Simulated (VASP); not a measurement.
Here is a VASP 6.6.1 calculation.

Contents of INCAR:

```
PREC = Accurate ; ENCUT = 600
EDIFF = 1E-7 ; ISMEAR = 0
SIGMA = 0.2 ; LREAL = F
LASPH = T ; NELM = 100
ALGO = Normal ; ISIF = 3
LWAVE = F ; LCHARG = F
GGA = PE ; IBRION = 2
NSW = 36 ; EDIFFG = -0.08
```

The input KPOINTS:

```
regular mesh
0
Gamma
  5 5 1
```

Contents of POSCAR:

```
Al2CdPb4
1.0
    3.6006897800      0.0000000000      0.0000000000
   -1.8003448900      3.1182888200      0.0000000000
    0.0000000000      0.0000000000     14.9193865000
Al Cd Pb
2 1 4
Direct
    0.0000000000      0.0000000000      0.2427400100
    0.0000000000      0.0000000000      0.7572599900
    0.0000000000      0.0000000000      0.5000000000
    0.6666666700      0.3333333300      0.3552720000
    0.3333333300      0.6666666700      0.6447280000
    0.3333333300      0.6666666700      0.8652080300
    0.6666666700      0.3333333300      0.1347919700
```

Potentials or basis: VASP PAW PBE potentials, release 64 (Al, Cd, Pb_d).

Command:

```sh
$ cat potpaw_PBE.64/Al/POTCAR potpaw_PBE.64/Cd/POTCAR potpaw_PBE.64/Pb_d/POTCAR > POTCAR
$ mpirun -np 1 vasp_std > vasp.out
```

Question: Estimate the band gap on the k mesh.

Answer: Zero (band 37 reaches 8.11 eV, above the bottom of band 38 at 4.65 eV).

Question: Estimate the relaxed cell.

Answer: a = 3.894 Å, b = 3.894 Å, c = 15.247 Å, α = 90.00°, β = 90.00°, γ = 120.00°.

Stress tensor (GPa, compression positive):
```
-0.07  0.00  0.00
 0.00 -0.07  0.00
 0.00  0.00  0.15
```

Caveat: the k points lie up to 0.41 Å⁻¹ apart in the final cell; spin-orbit coupling is left out, which moves the levels of the heavy elements.
